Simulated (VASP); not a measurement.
Runs of VASP 6.6.1 on La2O3. The structure is that of space group Pm-3m (No. 221), or close to it. The cells are those of the table. 

```csv
task,cell,k mesh,cutoff (eV),smearing,gap on the mesh (eV),pressure (GPa),relaxed volume (Å³/atom)
single point,"a = 4.580 Å, 5 atoms",8 × 8 × 8,520,gaussian 0.02 eV,0.56,-0.3,-
single point,"a = 4.580 Å, 5 atoms",4 × 4 × 4,520,gaussian 0.1 eV,0.57,-0.3,-
relaxation of cell and atoms,"relaxed from a = 4.507 Å, 5 atoms",4 × 4 × 4,600,gaussian 0.1 eV,0.56,0.0,(b)
relaxation of cell and atoms,"relaxed from a = 4.580 Å, 5 atoms",8 × 8 × 8,600,gaussian 0.02 eV,0.56,0.0,(a)
single point,"a = 4.507 Å, 5 atoms",4 × 4 × 4,520,gaussian 0.1 eV,0.50,5.1,-
```

Alike in all rows: level PBE; potentials or basis VASP PAW PBE potentials, release 64 (La, O); no spin polarisation.

Question: Estimate the missing entries.

Answer: (a) 19.14; (b) 19.16.

Caveats: spin-orbit coupling is left out, which moves the levels of the heavy elements.

A k mesh can miss the band edges, and the runs leave out spin-orbit coupling on La.
